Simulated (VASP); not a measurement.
# ZnBr (R-3m) in VASP: notebook

ZnBr is run at these levels: PBE; tasks: single point.

Everything below comes from runs of VASP 6.6.1. Logs are shortened: lines on timing, memory, paths and dates and some standing lists are left out, and cuts for length are marked.

## Step 1: The cell of the first run

The structure is trigonal, space group R-3m (No. 166). Conventional cell: a = 4.174 Å, b = 4.174 Å, c = 9.991 Å, α = 90.00°, β = 90.00°, γ = 120.00°. Zn (site symmetry -3m) has 6 Br at 2.93 Å within 3.9 Å. Within 3.9 Å of Br (site symmetry -3m) lie 6 Zn at 2.93 Å.

## Step 2: Single point, PBE

Input file INCAR:

```
PREC = Accurate
ENCUT = 520
EDIFF = 1E-7
ISMEAR = 0
SIGMA = 0.1
LREAL = False
LASPH = True
NELM = 60
ALGO = Normal
ISIF = 2
LWAVE = False
LCHARG = False
GGA = PE
NBANDS = 16
```

Input file KPOINTS:

```
regular mesh
0
Gamma
  6 6 6
```

Input file POSCAR:

```
ZnBr
1.0
    2.0870193309      1.2049411725      3.3303098874
   -2.0870193309      1.2049411725      3.3303098874
    0.0000000000     -2.4098823449      3.3303098874
Zn Br
1 1
Direct
    0.0000000000      0.0000000000      0.0000000000
    0.5000000000      0.5000000000      0.5000000000
```

Potentials or basis: VASP PAW PBE potentials, release 64 (Zn, Br).

Run with:

```
cat potpaw_PBE.64/Zn/POTCAR potpaw_PBE.64/Br/POTCAR > POTCAR
mpirun -np 1 vasp_std > vasp.out
```

OUTCAR:

```text
PREC = Accurate
   ENCUT = 520
   EDIFF = 1E-7
   ISMEAR = 0
   LREAL = False
   LASPH = True
   NELM = 60
   ISIF = 2
   GGA = PE

 ion  position               nearest neighbor table
   1  0.000  0.000  0.000-
   2  0.500  0.500  0.500-

  LATTYP: Found a trigonal (rhomboedric) cell.
 ALAT       =     4.1107781335
 COS(alpha) =     0.4844926477

  Lattice vectors:

 A1 = (   2.0870193309,   1.2049411725,   3.3303098874)
 A2 = (  -2.0870193309,   1.2049411725,   3.3303098874)
 A3 = (   0.0000000000,  -2.4098823449,   3.3303098874)

Analysis of symmetry for initial positions (statically):
=====================================================================
 Subroutine PRICEL returns:
 Original cell was already a primitive cell.

 Routine SETGRP: Setting up the symmetry group for a
 trigonal (rhombohedral) supercell.

 Subroutine GETGRP returns: Found 12 space group operations
 (whereof 12 operations were pure point group operations)
 out of a pool of 12 trial point group operations.

The static configuration has the point symmetry D_3d.

Analysis of symmetry for dynamics (positions and initial velocities):
=====================================================================
 Subroutine PRICEL returns:
 Original cell was already a primitive cell.

 Routine SETGRP: Setting up the symmetry group for a
 trigonal (rhombohedral) supercell.

 Subroutine GETGRP returns: Found 12 space group operations
 (whereof 12 operations were pure point group operations)
 out of a pool of 12 trial point group operations.

The dynamic configuration has the point symmetry D_3d.

 Subroutine INISYM returns: Found 12 space group operations
 (whereof 12 operations are pure point group operations),
 and found     1 'primitive' translations

----------------------------------------------------------------------------------------

                                     Primitive cell

  volume of cell :      50.2491

  direct lattice vectors                    reciprocal lattice vectors
     2.087019331  1.204941173  3.330309887     0.239576123  0.138319339  0.100090786
    -2.087019331  1.204941173  3.330309887    -0.239576123  0.138319339  0.100090786
     0.000000000 -2.409882345  3.330309887     0.000000000 -0.276638678  0.100090786

  length of vectors
     4.110778133  4.110778133  4.110778133     0.294188925  0.294188925  0.294188925

  position of ions in fractional coordinates (direct lattice)
     0.000000000  0.000000000  0.000000000
     0.500000000  0.500000000  0.500000000

  ion indices of the primitive-cell ions
   primitive index   ion index
                 1           1
                 2           2

----------------------------------------------------------------------------------------

 KPOINTS: regular mesh

Automatic generation of k-mesh.
 Grid dimensions read from file:
 generate k-points for:    6    6    6

 Generating k-lattice:

  Cartesian coordinates                     Fractional coordinates (reciprocal lattice)
     0.039929354  0.023053223  0.016681798     0.166666667  0.000000000  0.000000000
    -0.039929354  0.023053223  0.016681798     0.000000000  0.166666667  0.000000000
     0.000000000 -0.046106446  0.016681798    -0.000000000 -0.000000000  0.166666667

  Length of vectors
     0.049031488  0.049031488  0.049031488

  Shift w.r.t. Gamma in fractional coordinates (k-lattice)
     0.000000000  0.000000000  0.000000000

 Subroutine IBZKPT returns following result:
 ===========================================

 Found     32 irreducible k-points:

 Following reciprocal coordinates:
            Coordinates               Weight
  0.000000  0.000000  0.000000      1.000000
  0.166667  0.000000  0.000000      6.000000
  0.333333 -0.000000 -0.000000      6.000000
  0.500000  0.000000  0.000000      3.000000
  0.166667  0.166667  0.000000      6.000000
  0.333333  0.166667  0.000000     12.000000
[... 16 lines left out ...]
  0.500000  0.500000  0.166667      6.000000
 -0.333333  0.500000  0.166667     12.000000
 [... further k-points ...]
   k-points           NKPTS =     32   k-points in BZ     NKDIM =     32   number of bands    NBANDS=     16
   number of dos      NEDOS =    301   number of ions     NIONS =      2
   total plane-waves  NPLWV =  32768
   dimension x,y,z NGX =    32 NGY =   32 NGZ =   32
   dimension x,y,z NGXF=    64 NGYF=   64 NGZF=   64
   ions per type =               1   1
   NGX,Y,Z   is equivalent  to a cutoff of  12.94, 12.94, 12.94 a.u.
   NGXF,Y,Z  is equivalent  to a cutoff of  25.88, 25.88, 25.88 a.u.
 SYSTEM =  unknown system
   PREC   = accura    normal or accurate (medium, high low for compatibility)
   ISTART =      0    job   : 0-new  1-cont  2-samecut
   ICHARG =      2    charge: 1-file 2-atom 10-const
   ISPIN  =      1    spin polarized calculation?
   LNONCOLLINEAR =      F non collinear calculations
   LSORBIT =      F    spin-orbit coupling
   LASPH  =      T    aspherical Exc in radial PAW
   ENCUT  =  520.0 eV  38.22 Ry    6.18 a.u.   7.64  7.64  7.64*2*pi/ulx,y,z
   NELM   =     60;   NELMIN=  2; NELMDL= -5     # of ELM steps
   EDIFF  = 0.1E-06   stopping-criterion for ELM
   LREAL  =      F    real-space projection
   EDIFFG = 0.1E-05   stopping-criterion for IOM
   NSW    =      0    number of steps for IOM
   IBRION =     -1    ionic relax: 0-MD 1-quasi-New 2-CG
   NFREE  =      0    steps in history (QN), initial steepest desc. (CG)
   ISIF   =      2    stress and relaxation
   ISYM   =      2    0-nonsym 1-usesym 2-fastsym
   POTIM  = 0.5000    time-step for ionic-motion
   TEBEG  =    0.0;   TEEND  =   0.0 temperature during run
   PSTRESS=    0.0 pullay stress
   NELECT =      19.0000    total number of electrons
   NUPDOWN=      -1.0000    fix difference up-down
   EMIN   =  10.00;   EMAX   =-10.00  energy-range for DOS
   EFERMI =   0.00;   METHOD = LEGACY
   ISMEAR =     0;   SIGMA  =   0.10  broadening in eV -4-tet -1-fermi 0-gaus
   EFERMI_NEDOS =   21; number of points for ismear=-14 and -15
   IALGO  =     38    algorithm
   IMIX   =      4    mixing-type and parameters
     AMIX     =   0.40;   BMIX     =  1.00
     AMIX_MAG =   1.60;   BMIX_MAG =  1.00
  volume/ion in A,a.u.               =      25.12       169.55
  Fermi-wavevector in a.u.,A,eV,Ry     =   1.183814  2.237083 19.067401  1.401414
  Thomas-Fermi vector in A             =   2.320040
   LORBIT       =      0    0 simple, 1 ext, 2 COOP (PROOUT), +10 PAW based schemes
   GGA     = PE    functional components
   LHFCALC =     F    Hartree Fock is set to
   AEXX    =    0.0000 exact exchange contribution
   IVDW    =     0    specifies the selected vdW correction
   LEPSILON=     F    determine dielectric tensor
   LRPA    =     F    only Hartree local field effects (RPA)
 non-spin polarized calculation
 Gauss-broadening in eV      SIGMA  =   0.10
  energy-cutoff  :      520.00
  volume of cell :       50.25
 maximum number of plane-waves:      1368
 NGX is ok and might be reduce to    32
   NGX = 15   NGY = 15   NGZ = 15

 number of electron      18.9999992 magnetization

 Free energy of the ion-electron system (eV)
  ---------------------------------------------------
  ext. energy  EPLUGINS =         0.00000000
  ---------------------------------------------------
  free energy    TOTEN  =        -3.03218098 eV

  energy without entropy =       -3.01648818  energy(sigma->0) =       -3.02433458

 E-fermi :   2.4072     XC(G=0):  -9.1202

 val. band max:        2.3965741440   @ k =   0.3333   0.1667   0.0000
 cond. band min:       2.4141771553   @ k =  -0.1667   0.1667   0.1667
 fundamental gap:      0.0176030113
 Fermi energy:         2.4071666043

 k-point     1 :       0.0000    0.0000    0.0000
  band No.  band energies     occupation
      1     -14.0141      2.00000
      2      -4.5942      2.00000
      3      -4.5942      2.00000
      4      -4.5853      2.00000
      5      -4.5853      2.00000
      6      -4.5821      2.00000
[... 8 lines left out ...]
     15       9.6564      0.00000
     16       9.6980      0.00000

 k-point     2 :       0.1667    0.0000    0.0000
  band No.  band energies     occupation
      1     -13.9263      2.00000
      2      -4.6423      2.00000
      3      -4.6360      2.00000
      4      -4.6045      2.00000
      5      -4.5721      2.00000
      6      -4.5704      2.00000
[... 8 lines left out ...]
     15      10.1430      0.00000
     16      10.4107      0.00000

 k-point     3 :       0.3333   -0.0000   -0.0000
  band No.  band energies     occupation
      1     -13.7396      2.00000
      2      -4.7348      2.00000
      3      -4.7214      2.00000
      4      -4.7182      2.00000
      5      -4.5457      2.00000
      6      -4.5432      2.00000
[... 8 lines left out ...]
     15      11.7106      0.00000
     16      12.0331      0.00000

 k-point     4 :       0.5000    0.0000    0.0000
  band No.  band energies     occupation
      1     -13.6398      2.00000
      2      -4.8647      2.00000
      3      -4.7794      2.00000
      4      -4.7629      2.00000
      5      -4.5324      2.00000
      6      -4.5295      2.00000
[... 8 lines left out ...]
     15      13.5832      0.00000
     16      13.7608      0.00000
[... 324 lines left out ...]
 k-point    22 :      -0.1667    0.3333    0.1667
  band No.  band energies     occupation
      1     -13.6315      2.00000
      2      -4.7242      2.00000
      3      -4.6955      2.00000
      4      -4.6178      2.00000
      5      -4.5357      2.00000
      6      -4.5286      2.00000
[... 8 lines left out ...]
     15      13.5316      0.00000
     16      14.2236      0.00000

 k-point    23 :       0.5000    0.5000    0.1667
  band No.  band energies     occupation
      1     -13.5707      2.00000
      2      -4.6324      2.00000
      3      -4.6257      2.00000
      4      -4.6043      2.00000
      5      -4.5276      2.00000
      6      -4.5162      2.00000
[... 8 lines left out ...]
     15      14.8138      0.00000
     16      14.9730      0.00000

 k-point    24 :      -0.3333    0.5000    0.1667
  band No.  band energies     occupation
      1     -13.5449      2.00000
      2      -4.6761      2.00000
      3      -4.6212      2.00000
      4      -4.5691      2.00000
      5      -4.5101      2.00000
      6      -4.4931      2.00000
[... 8 lines left out ...]
     15      13.1561      0.00000
     16      14.7058      0.00000

 [... further k-points ...]
[... 5 lines left out ...]
  --------------------------------------------------------------------------------------
  -------------------------------------------------------------------------------------
  Total       -0.0352927     -0.0352927      0.0060292      0.0000000      0.0000000      0.0000000
  in kB       -1.1252961     -1.1252961      0.1922399      0.0000000      0.0000000      0.0000000
  external PRESSURE =      -0.6861175 kB  Pullay stress =       0.0000000 kB

 VOLUME and BASIS-vectors are now :
 -----------------------------------------------------------------------------
  energy-cutoff  :      520.00
  volume of cell :       50.25
      direct lattice vectors                 reciprocal lattice vectors
     2.087019331  1.204941173  3.330309887     0.239576123  0.138319339  0.100090786
    -2.087019331  1.204941173  3.330309887    -0.239576123  0.138319339  0.100090786
     0.000000000 -2.409882345  3.330309887     0.000000000 -0.276638678  0.100090786

 POSITION                                       TOTAL-FORCE (eV/Angst)
 -----------------------------------------------------------------------------------
      0.00000      0.00000      0.00000        -0.000000      0.000000      0.000000
      0.00000      0.00000      4.99546         0.000000     -0.000000      0.000000
 -----------------------------------------------------------------------------------
    total drift:                               -0.000000     -0.000000     -0.000000

  FREE ENERGIE OF THE ION-ELECTRON SYSTEM (eV)
  ---------------------------------------------------
  free  energy   TOTEN  =        -3.0321809810 eV

  energy  without entropy=       -3.0164881795  energy(sigma->0) =       -3.02433458
```

It took 11 s on 1 thread of AMD EPYC 9R45 (Zen 5), shared host; peak memory 0.15 GiB.

What came out:

* Free energy: -3.0322 eV
* Pressure: -0.1 GPa

Stress tensor (GPa, compression positive):
```
-0.11  0.00  0.00
 0.00 -0.11  0.00
 0.00  0.00  0.02
```

Caveat: an odd number of electrons without spin polarisation forces a metal; a magnetic or distorted state may lie lower.

## Step 3: Single point, PBE

This run uses another cell than the first one, of 24.99 Å³/atom, 0.995 times its volume.

Input file INCAR:

```
SYSTEM = ZnBr
ALGO     = Normal         ! electronic algorithm
EDIFF    = 1E-7           ! SCF threshold, eV
ENCUT    = 520            ! plane-wave cutoff, eV
GGA      = PE             ! functional
ISIF     = 2              ! what is computed and relaxed
ISMEAR   = 0              ! smearing method
LASPH    = .True.         ! aspherical terms in the spheres
LCHARG   = .False.        ! write CHGCAR
LREAL    = .False.        ! projectors in reciprocal space
LWAVE    = .False.        ! write WAVECAR
NBANDS   = 16             ! bands
NELM     = 60             ! most SCF steps
PREC     = Accurate       ! precision mode
SIGMA    = 0.1            ! smearing width, eV
```

Input file KPOINTS:

```
k-points
0
Gamma
  18 18 18
  0 0 0
```

Input file POSCAR:

```
ZnBr
1.0
    2.0684064551      1.1941950236      3.3722843923
   -2.0684064551      1.1941950236      3.3722843923
    0.0000000000     -2.3883900472      3.3722843923
Zn Br
1 1
Direct
    0.0000000000      0.0000000000      0.0000000000
    0.5000000000      0.5000000000      0.5000000000
```

Potentials or basis: VASP PAW PBE potentials, release 64 (Zn, Br).

Run with:

```
cat potpaw_PBE.64/Zn/POTCAR potpaw_PBE.64/Br/POTCAR > POTCAR
mpirun -np 1 vasp_std > vasp.out
```

Wall time 2.8 min (1 thread of AMD EPYC 9R45 (Zen 5), shared host); peak memory 0.54 GiB.

The run converged. Its results:

| Quantity | Value |
| --- | --- |
| Free energy | -3.0712 eV |
| Pressure | 0.0 GPa |

Levels at points of the mesh, in eV from the Fermi level:
```
           k point  band 7  band 8  band 9  band 10  band 11  band 12  band 13  band 14
(0.00, 0.00, 0.00)   -3.43   -3.43   -3.42    -2.57     7.09     7.09     7.12     7.26
(0.50, 0.00, 0.00)   -6.28   -3.21   -3.21     1.52     2.08     3.81     3.82     9.29
(0.50, 0.50, 0.00)   -5.71   -4.34   -4.33    -2.19     4.23     6.41     7.23     7.24
(0.50, 0.50, 0.50)   -6.27   -3.21   -3.21     1.52     2.07     3.80     3.80     9.29
```

Caveat: an odd number of electrons without spin polarisation forces a metal; a magnetic or distorted state may lie lower.

(Part 1 of 2 ends here.)
